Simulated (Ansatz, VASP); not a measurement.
**One calculation of YbC, two programs**

```
Yb C
1.0
     2.93814    0.00000    0.00000
     0.00000    2.93814    0.00000
     0.00000    0.00000    2.93814
Yb C
1 1
Direct
  0.00000 0.00000 0.00000
  0.50000 0.50000 0.50000
```

Alike in both runs: task single point; functional PBEsol; k mesh 10 × 10 × 10; occupations gaussian, width 0.05 eV; collinear spin.

|  | VASP | Ansatz |
| --- | --- | --- |
| version | VASP 6.6.1 | Ansatz 0.2.0 |
| potentials or method | VASP PAW PBE potentials, release 64 (Yb, C), cutoff 520 eV | scalar-relativistic, plane waves, PAW |
| valence electrons in the cell | 28 | 28 |

VASP gave:

* pressure (GPa): 7.0
* net moment per atom (μB): 0.00

Task: Which values does Ansatz return?

Result: Pressure (GPa): 6.6; net moment per atom (μB): 0.00.

VASP's potentials were made for PBE, not for PBEsol. Ansatz's warnings: given moment on shells, seeded moment not kept.

Spin-orbit coupling is off throughout.
